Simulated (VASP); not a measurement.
# W (Fm-3m) in VASP: notebook, part 2 of 2

VASP 6.6.1. The steps go on from the part before.

### Step 3. Single point, PBEsol (volume 15.127 Å^3 an atom, c/a of the conventional cell 1.0000)

File INCAR:

```
PREC = Accurate
ENCUT = 500
EDIFF = 1E-6
ISMEAR = 0
SIGMA = 0.15
LREAL = False
LASPH = True
NELM = 120
ALGO = Normal
ISIF = 2
LWAVE = False
LCHARG = True
GGA = PS
LELF = True
LVHAR = True
NBANDS = 13
GGA_COMPAT = False
```

File KPOINTS:

```
Automatic mesh
0
Gamma
  22 22 22
```

File POSCAR:

```
W
1.0
    0.0000000000      1.9629426159      1.9629426159
    1.9629426159      0.0000000000      1.9629426159
    1.9629426159      1.9629426159      0.0000000000
W
1
Direct
    0.0000000000      0.0000000000      0.0000000000
```

Potentials or basis: VASP PAW PBE potentials, release 64 (W_sv).

Launch:

```sh
cat potpaw_PBE.64/W_sv/POTCAR > POTCAR
mpirun -np 1 vasp_std > vasp.out
```

OUTCAR:

```text
PREC = Accurate
   ENCUT = 500
   EDIFF = 1E-6
   ISMEAR = 0
   LREAL = False
   LASPH = True
   NELM = 120
   ISIF = 2
   GGA = PS

 ion  position               nearest neighbor table
   1  0.000  0.000  0.000-

  LATTYP: Found a face centered cubic cell.
 ALAT       =     3.9258852318

  Lattice vectors:

 A1 = (   0.0000000000,   1.9629426159,   1.9629426159)
 A2 = (   1.9629426159,   0.0000000000,   1.9629426159)
 A3 = (   1.9629426159,   1.9629426159,   0.0000000000)

Analysis of symmetry for initial positions (statically):
=====================================================================
 Subroutine PRICEL returns:
 Original cell was already a primitive cell.

 Routine SETGRP: Setting up the symmetry group for a
 face centered cubic supercell.

 Subroutine GETGRP returns: Found 48 space group operations
 (whereof 48 operations were pure point group operations)
 out of a pool of 48 trial point group operations.

The static configuration has the point symmetry O_h .

Analysis of symmetry for dynamics (positions and initial velocities):
=====================================================================
 Subroutine PRICEL returns:
 Original cell was already a primitive cell.

 Routine SETGRP: Setting up the symmetry group for a
 face centered cubic supercell.

 Subroutine GETGRP returns: Found 48 space group operations
 (whereof 48 operations were pure point group operations)
 out of a pool of 48 trial point group operations.

The dynamic configuration has the point symmetry O_h .

 Subroutine INISYM returns: Found 48 space group operations
 (whereof 48 operations are pure point group operations),
 and found     1 'primitive' translations

----------------------------------------------------------------------------------------

                                     Primitive cell

  volume of cell :      15.1270

  direct lattice vectors                    reciprocal lattice vectors
     0.000000000  1.962942616  1.962942616    -0.254719621  0.254719621  0.254719621
     1.962942616  0.000000000  1.962942616     0.254719621 -0.254719621  0.254719621
     1.962942616  1.962942616  0.000000000     0.254719621  0.254719621 -0.254719621

  length of vectors
     2.776020070  2.776020070  2.776020070     0.441187326  0.441187326  0.441187326

  position of ions in fractional coordinates (direct lattice)
     0.000000000  0.000000000  0.000000000

  ion indices of the primitive-cell ions
   primitive index   ion index
                 1           1

----------------------------------------------------------------------------------------

 KPOINTS: Automatic mesh

Automatic generation of k-mesh.
 Grid dimensions read from file:
 generate k-points for:   22   22   22

 Generating k-lattice:

  Cartesian coordinates                     Fractional coordinates (reciprocal lattice)
    -0.011578165  0.011578165  0.011578165     0.045454545  0.000000000  0.000000000
     0.011578165 -0.011578165  0.011578165     0.000000000  0.045454545  0.000000000
     0.011578165  0.011578165 -0.011578165     0.000000000  0.000000000  0.045454545

  Length of vectors
     0.020053969  0.020053969  0.020053969

  Shift w.r.t. Gamma in fractional coordinates (k-lattice)
     0.000000000  0.000000000  0.000000000

 Subroutine IBZKPT returns following result:
 ===========================================

 Found    328 irreducible k-points:

 Following reciprocal coordinates:
            Coordinates               Weight
  0.000000  0.000000  0.000000      1.000000
  0.045455  0.000000  0.000000      8.000000
  0.090909  0.000000  0.000000      8.000000
  0.136364  0.000000  0.000000      8.000000
  0.181818  0.000000  0.000000      8.000000
  0.227273  0.000000  0.000000      8.000000
[... 16 lines left out ...]
  0.500000  0.045455  0.000000     24.000000
 -0.454545  0.045455  0.000000     24.000000
 [... further k-points ...]
   k-points           NKPTS =    328   k-points in BZ     NKDIM =    328   number of bands    NBANDS=     13
   number of dos      NEDOS =    301   number of ions     NIONS =      1
   total plane-waves  NPLWV =   8000
   dimension x,y,z NGX =    20 NGY =   20 NGZ =   20
   dimension x,y,z NGXF=    40 NGYF=   40 NGZF=   40
   ions per type =               1
   NGX,Y,Z   is equivalent  to a cutoff of  11.98, 11.98, 11.98 a.u.
   NGXF,Y,Z  is equivalent  to a cutoff of  23.95, 23.95, 23.95 a.u.
 SYSTEM =  unknown system
   PREC   = accura    normal or accurate (medium, high low for compatibility)
   ISTART =      0    job   : 0-new  1-cont  2-samecut
   ICHARG =      2    charge: 1-file 2-atom 10-const
   ISPIN  =      1    spin polarized calculation?
   LNONCOLLINEAR =      F non collinear calculations
   LSORBIT =      F    spin-orbit coupling
   LASPH  =      T    aspherical Exc in radial PAW
   ENCUT  =  500.0 eV  36.75 Ry    6.06 a.u.   5.06  5.06  5.06*2*pi/ulx,y,z
   NELM   =    120;   NELMIN=  2; NELMDL= -5     # of ELM steps
   EDIFF  = 0.1E-05   stopping-criterion for ELM
   LREAL  =      F    real-space projection
   EDIFFG = 0.1E-04   stopping-criterion for IOM
   NSW    =      0    number of steps for IOM
   IBRION =     -1    ionic relax: 0-MD 1-quasi-New 2-CG
   NFREE  =      0    steps in history (QN), initial steepest desc. (CG)
   ISIF   =      2    stress and relaxation
   ISYM   =      2    0-nonsym 1-usesym 2-fastsym
   POTIM  = 0.5000    time-step for ionic-motion
   TEBEG  =    0.0;   TEEND  =   0.0 temperature during run
   PSTRESS=    0.0 pullay stress
   NELECT =      14.0000    total number of electrons
   NUPDOWN=      -1.0000    fix difference up-down
   EMIN   =  10.00;   EMAX   =-10.00  energy-range for DOS
   EFERMI =   0.00;   METHOD = LEGACY
   ISMEAR =     0;   SIGMA  =   0.15  broadening in eV -4-tet -1-fermi 0-gaus
   EFERMI_NEDOS =   21; number of points for ismear=-14 and -15
   IALGO  =     38    algorithm
   IMIX   =      4    mixing-type and parameters
     AMIX     =   0.40;   BMIX     =  1.00
     AMIX_MAG =   1.60;   BMIX_MAG =  1.00
  volume/ion in A,a.u.               =      15.13       102.08
  Fermi-wavevector in a.u.,A,eV,Ry     =   1.595389  3.014848 34.630444  2.545266
  Thomas-Fermi vector in A             =   2.693315
   LORBIT       =      0    0 simple, 1 ext, 2 COOP (PROOUT), +10 PAW based schemes
   GGA     = PS    functional components
   LHFCALC =     F    Hartree Fock is set to
   AEXX    =    0.0000 exact exchange contribution
   IVDW    =     0    specifies the selected vdW correction
   LEPSILON=     F    determine dielectric tensor
   LRPA    =     F    only Hartree local field effects (RPA)
 non-spin polarized calculation
 Gauss-broadening in eV      SIGMA  =   0.15
  energy-cutoff  :      500.00
  volume of cell :       15.13
 maximum number of plane-waves:       392
   NGX = 11   NGY = 11   NGZ = 11

 number of electron      13.9999998 magnetization

 Free energy of the ion-electron system (eV)
  ---------------------------------------------------
  ext. energy  EPLUGINS =         0.00000000
  ---------------------------------------------------
  free energy    TOTEN  =       -13.26626020 eV

  energy without entropy =      -13.25443266  energy(sigma->0) =      -13.26034643

 E-fermi :  11.4597     XC(G=0): -14.0166

 val. band max:       11.4476009175   @ k =  -0.4091   0.1818   0.0909
 cond. band min:      11.4601640645   @ k =  -0.2727   0.1364   0.0455
 fundamental gap:      0.0125631470
 Fermi energy:        11.4596895023

 k-point     1 :       0.0000    0.0000    0.0000
  band No.  band energies     occupation
      1     -62.0093      2.00000
      2     -25.5140      2.00000
      3     -25.5140      2.00000
      4     -25.5140      2.00000
      5       2.0440      2.00000
      6      10.7971      2.00000
      7      10.7971      2.00000
      8      10.7971      2.00000
      9      14.2984      0.00000
     10      14.2984      0.00000
     11      24.3888      0.00000
     12      29.9829      0.00000
     13      29.9829      0.00000

 k-point     2 :       0.0455    0.0000    0.0000
  band No.  band energies     occupation
      1     -62.0062      2.00000
      2     -25.5474      2.00000
      3     -25.5182      2.00000
      4     -25.5182      2.00000
      5       2.1454      2.00000
      6      10.7158      2.00000
      7      10.8453      2.00000
      8      10.8453      2.00000
      9      14.2501      0.00000
     10      14.2501      0.00000
     11      24.5956      0.00000
[... 339 lines left out ...]
 k-point    24 :      -0.4545    0.0455    0.0000
  band No.  band energies     occupation
      1     -61.8552      2.00000
      2     -27.0030      2.00000
      3     -25.7380      2.00000
      4     -25.7137      2.00000
      5       5.4926      2.00000
      6      10.4122      2.00000
      7      10.6101      2.00000
      8      12.1712      0.00000
      9      16.8989      0.00000
     10      17.3395      0.00000
     11      22.9471      0.00000
     12      24.4553      0.00000
     13      30.9921      0.00000

 [... further k-points ...]
[... 5 lines left out ...]
  --------------------------------------------------------------------------------------
  -------------------------------------------------------------------------------------
  Total        1.8191918      1.8191918      1.8191918     -0.0000000     -0.0000000      0.0000000
  in kB      192.6798326    192.6798326    192.6798326     -0.0000000     -0.0000000      0.0000000
  external PRESSURE =     192.6798326 kB  Pullay stress =       0.0000000 kB

 VOLUME and BASIS-vectors are now :
 -----------------------------------------------------------------------------
  energy-cutoff  :      500.00
  volume of cell :       15.13
      direct lattice vectors                 reciprocal lattice vectors
     0.000000000  1.962942616  1.962942616    -0.254719621  0.254719621  0.254719621
     1.962942616  0.000000000  1.962942616     0.254719621 -0.254719621  0.254719621
     1.962942616  1.962942616  0.000000000     0.254719621  0.254719621 -0.254719621

 POSITION                                       TOTAL-FORCE (eV/Angst)
 -----------------------------------------------------------------------------------
      0.00000      0.00000      0.00000         0.000000      0.000000      0.000000
 -----------------------------------------------------------------------------------
    total drift:                                0.000000      0.000000      0.000000

  FREE ENERGIE OF THE ION-ELECTRON SYSTEM (eV)
  ---------------------------------------------------
  free  energy   TOTEN  =       -13.2662601979 eV

  energy  without entropy=      -13.2544326639  energy(sigma->0) =      -13.26034643
```

It took 28 s on 1 thread of Intel Xeon 6975P-C, shared host; peak memory 0.17 GiB.

What came out:

```yaml
Free_energy: -13.2663 eV
Pressure: 19.3 GPa
Band_gap_on_the_k_mesh: zero (band 7 reaches 15.04 eV, above the bottom of band 8 at 10.80 eV)
```

Caveat: the PAW data sets were made with another functional, which shifts forces and pressure a little; spin-orbit coupling is left out, which moves the levels of the heavy elements.
